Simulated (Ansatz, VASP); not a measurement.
# One calculation of Te, two programs

```xyz
3
Lattice="4.4580 0.0000 0.0000 -2.2290 3.8607 0.0000 0.0000 0.0000 5.9250" Properties=species:S:1:pos:R:3 pbc="T T T"
Te    3.3212    0.0000    1.9750
Te   -1.6606    2.8763    3.9500
Te    0.5684    0.9845    0.0000
```

Alike in both runs: task electric field gradients; functional PBE; k mesh 9 × 9 × 6; occupations fermi-dirac, width 0.08 eV; no spin polarisation.

|  | VASP | Ansatz |
| --- | --- | --- |
| version | VASP 6.6.1 | Ansatz 0.2.0 |
| potentials or method | VASP PAW PBE potentials, release 64 (Te) | PAW with Ansatz's default frozen-core files, scalar-relativistic |
| plane-wave cutoff (eV) | 520 | 420 |
| valence electrons in the cell | 18 | 48 |

VASP gave:

| Quantity | Value |
| --- | --- |
| pressure (GPa) | 3.2 |
| traceless stress, the component that is largest in VASP (GPa) | 0.78 |
| rms of the force components (eV/Å) | 0.367 |
| size of Vzz on the site where it differs most (V/Å²) | 563.2 |

Which values does Ansatz return?

Pressure (GPa): 3.1; traceless stress, the component that is largest in VASP (GPa): 0.74; rms of the force components (eV/Å): 0.356; size of Vzz on the site where it differs most (V/Å²): 592.4.

Atom by atom the forces differ by 0.011 eV/Å (rms over components). VASP's potentials hold 18 valence electrons a cell and Ansatz's 48, so a difference there can come from the potentials and not from the codes.

Spin-orbit coupling is off throughout.
